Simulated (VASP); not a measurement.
Set up this calculation in VASP 6.6.1, as the native input.

```
Task                   : single point
Functional             : PBE
Potentials or basis    : VASP PAW PBE potentials, release 64 (Be, Re, H)
Cutoff                 : 520 eV
k mesh                 : 8 × 6 × 2
Occupations            : gaussian, width 0.1 eV
Spin                   : no spin polarisation
Dipole correction      : no
Further INCAR settings : ALGO = Normal; EDIFF = 1e-06; NBANDS = 25
```

The structure of Be3ReH lies in POSCAR:

```
Be3ReH
1.0
    2.4809040277      0.0000000000      0.0000000000
    0.0000000000      3.1340329622      0.0000000000
    0.0000000000      0.0000000000     11.6697136563
Be Re H
6 2 2
Direct
    0.5000000000      0.5000000000      0.5000000000
    0.5000000000      0.0000000000      0.0000000000
    0.0000000000      0.0000000000      0.5973854003
    0.0000000000      0.5000000000      0.0922555801
    0.0000000000      0.0000000000      0.4026145997
    0.0000000000      0.5000000000      0.9077444199
    0.5000000000      0.5000000000      0.7246317571
    0.5000000000      0.5000000000      0.2753682429
    0.5000000000      0.0000000000      0.8033132048
    0.5000000000      0.0000000000      0.1966867952
```

These files were run (other wordings do the same):

INCAR

```
  PREC = Accurate
  ENCUT = 520
  EDIFF = 1E-6
  ISMEAR = 0
  SIGMA = 0.1
  LREAL = F
  LASPH = T
  NELM = 100
  ALGO = Normal
  ISIF = 2
  LWAVE = F
  LCHARG = F
  GGA = PE
  NBANDS = 25
```

KPOINTS

```
Automatic mesh
0
Gamma
  8 6 2
```

Potentials or basis: VASP PAW PBE potentials, release 64 (Be, Re, H).

Launch:

```sh
$ cat potpaw_PBE.64/Be/POTCAR potpaw_PBE.64/Re/POTCAR potpaw_PBE.64/H/POTCAR > POTCAR
$ mpirun -np 1 vasp_std > vasp.out
```

It gave:

```yaml
Pressure: 0.1 GPa
Largest_force: 0.036 eV/Å
Band_gap_on_the_k_mesh: zero (band 14 reaches 7.50 eV, above the bottom of band 15 at 5.31 eV)
```

Caveat: spin-orbit coupling is left out, which moves the levels of the heavy elements.

It took 51 s on 1 thread of Intel(R) Xeon(R) 6975P-C (Granite Rapids), on a shared host, peak memory 0.23 GiB.
